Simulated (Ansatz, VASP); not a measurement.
Two plane-wave programs on TiO2

```xyz
6
Lattice="4.5912 0.0000 0.0000 0.0000 4.5912 0.0000 0.0000 0.0000 2.9390" Properties=species:S:1:pos:R:3 pbc="T T T"
Ti    2.2956    2.2956    0.0000
Ti    0.0000    0.0000    1.4695
O     3.1935    3.1935    1.4695
O     3.6934    0.8979    0.0000
O     0.8979    3.6934    0.0000
O     1.3978    1.3978    1.4695
```

Alike in both runs: functional PBEsol; k mesh 6 × 6 × 10; occupations gaussian, width 0.02 eV; no spin polarisation.

Ansatz relaxed the structure, and its values are those at the end. VASP's run is a single point on that final structure, the one shown.

|  | VASP | Ansatz |
| --- | --- | --- |
| version | VASP 6.6.1 | Ansatz 0.2.0 |
| potentials or method | VASP PAW PBE potentials, release 64 (Ti_sv, O), cutoff 520 eV | scalar-relativistic, plane waves, PAW |
| valence electrons in the cell | 48 | 48 |

Ansatz gave:

```
gap on the k mesh at the Fermi level (eV) : 1.87
least direct gap on the mesh (eV)         : 1.87
pressure (GPa)                            : 0.0
rms of the force components (eV/Å)        : 0.000
```

Task: Which values does VASP return?

Result: gap on the k mesh at the Fermi level (eV): 1.84; least direct gap on the mesh (eV): 1.84; pressure (GPa): 0.7; rms of the force components (eV/Å): 0.012.

VASP's potentials were made for PBE, not for PBEsol. The functional is the same, so the differences come from potentials, cutoffs and numerics.
